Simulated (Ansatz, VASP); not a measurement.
**One calculation of Be2Al, two programs**

```
Be Al
1.0
     3.62000    0.00000    0.00000
    -1.81000    3.13501    0.00000
     0.00000    0.00000    2.77932
Be Al
2 1
Direct
  0.33333 0.66667 0.89025
  0.66667 0.33333 0.89025
  0.00000 0.00000 0.39023
```

Alike in both runs: functional PBE; dispersion D3(BJ); k mesh 6 × 6 × 4; occupations gaussian, width 0.1 eV; no spin polarisation.

Ansatz relaxed the structure, and its values are those at the end. VASP's run is a single point on that final structure, the one shown.

|  | VASP | Ansatz |
| --- | --- | --- |
| version | VASP 6.6.1 | Ansatz 0.2.0 |
| potentials or method | VASP PAW PBE potentials, release 64 (Be, Al), cutoff 520 eV | scalar-relativistic, plane waves, PAW |
| valence electrons in the cell | 7 | 7 |

|  | VASP | Ansatz | Ansatz less VASP |
| --- | --- | --- | --- |
| gap on the k mesh at the Fermi level (eV) | none | none | - |
| pressure (GPa) | 0.1 | 0.0 | -0.07 |

A gap of «none» marks a metal or a gap that the smearing closes.

The k mesh is coarse, so the values compare programs but aren't converged.
